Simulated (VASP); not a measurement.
Wanted: the native input for a VASP 6.6.1 run.

```
Task                   : single point
Functional             : PBE
Potentials or basis    : VASP PAW PBE potentials, release 64 (B, N)
Cutoff                 : 520 eV
k mesh                 : 8 × 8 × 4
Occupations            : gaussian, width 0.1 eV
Spin                   : no spin polarisation
Dipole correction      : no
Further INCAR settings : ALGO = Normal; EDIFF = 1e-06; NBANDS = 21
```

The structure of BN lies in POSCAR:

```
BN
1.0
    2.4492672905      0.0000000000      0.0000000000
    0.0000000000      2.5705007208      0.0000000000
    0.0000000000      0.0000000000      6.0031543049
B N
3 3
Direct
    0.5000000000      0.5000000000      0.1679729518
    0.5000000000      0.5000000000      0.8320270482
    0.0000000000      0.0000000000      0.5000000000
    0.5000000000      0.0000000000      0.3138089733
    0.0000000000      0.5000000000      0.0000000000
    0.5000000000      0.0000000000      0.6861910267
```

One way to write it, as run:

INCAR

```
  ALGO = Normal
  EDIFF = 1E-6
  ENCUT = 520
  GGA = PE
  ISIF = 2
  ISMEAR = 0
  LASPH = True
  LCHARG = False
  LREAL = False
  LWAVE = False
  NBANDS = 21
  NELM = 100
  PREC = Accurate
  SIGMA = 0.1
```

KPOINTS

```
k-points
0
Gamma
  8 8 4
```

Potentials or basis: VASP PAW PBE potentials, release 64 (B, N).

Launch:

```console
$ cat potpaw_PBE.64/B/POTCAR potpaw_PBE.64/N/POTCAR > POTCAR
$ mpirun -np 1 vasp_std > vasp.out
```

Results of the run:

```json
{"Pressure": "0.2 GPa", "Largest force": "0.013 eV/Å", "Band gap on the k mesh": "zero (band 12 reaches 8.28 eV, above the bottom of band 13 at 6.00 eV)"}
```

Wall time 42 s on 1 thread of Intel(R) Xeon(R) Platinum 8259CL CPU @ 2.50GHz (Skylake/Cascade Lake), with other jobs on the host, peak memory 0.17 GiB.
